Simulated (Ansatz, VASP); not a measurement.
## One calculation of AlN, two programs

File INCAR:

```
ALGO = Normal
EDIFF = 1E-6
ENCUT = 520
GGA = PS
ISIF = 2
ISMEAR = -1
LASPH = T
LCHARG = T
LELF = T
LREAL = F
LVHAR = T
LWAVE = F
NBANDS = 16
NELM = 80
PREC = Accurate
SIGMA = 0.05
```

The input KPOINTS:

```
k-points
0
Gamma
  9 9 7
```

Contents of POSCAR:

```
AlN
1.0
    3.3340509224      0.0000000000      0.0000000000
   -1.6670254612      2.8873727963      0.0000000000
    0.0000000000      0.0000000000      4.2152960135
Al N
2 2
Direct
    0.6666666667      0.3333333333      0.2500000000
    0.3333333333      0.6666666667      0.7500000000
    0.6666666667      0.3333333333      0.7500000000
    0.3333333333      0.6666666667      0.2500000000
```

input.yaml

```yaml
crystal:
  lattice:
    - [3.3340509224, 0.0, 0.0]
    - [-1.6670254612, 2.8873727963, 0.0]
    - [0.0, 0.0, 4.2152960135]
  atoms:
    - { symbol: Al, position: [0.6666666667, 0.3333333333, 0.25] }
    - { symbol: Al, position: [0.3333333333, 0.6666666667, 0.75] }
    - { symbol: "N", position: [0.6666666667, 0.3333333333, 0.75] }
    - { symbol: "N", position: [0.3333333333, 0.6666666667, 0.25] }
kpoints:
  mp_grid: { grid: [9, 9, 7] }
scf:
  occupations: { method: fermi_dirac, width: 0.05 }
hamiltonian:
  xc: pbesol
  pseudopotentials: { kind: all_electron, lapw: { basis_error: 0.002 } }
output:
  forces: true
  stress: true
  eigenvalues: true
```

Change from the starting cell: volume scaled by 1.02.

Alike in both runs: task single point; functional PBEsol; k mesh 9 × 9 × 7; occupations fermi-dirac, width 0.05 eV; no spin polarisation.

|  | VASP | Ansatz |
| --- | --- | --- |
| version | VASP 6.6.1 | Ansatz 0.2.0 |
| potentials or method | VASP PAW PBE potentials, release 64 (Al, N), cutoff 520 eV | all-electron LAPW, scalar-relativistic |

Ansatz gave:

```
gap on the k mesh at the Fermi level (eV)                     : 3.04
least direct gap on the mesh (eV)                             : 3.04
pressure (GPa)                                                : -7.3
traceless stress, the component that is largest in VASP (GPa) : 0.07
```

Question: Which values does VASP return?

Answer: gap on the k mesh at the Fermi level (eV): 3.04; least direct gap on the mesh (eV): 3.04; pressure (GPa): -7.4; traceless stress, the component that is largest in VASP (GPa): -0.04.

VASP's potentials were made for PBE, not for PBEsol. Ansatz ran all-electron here, and VASP with PAW potentials.
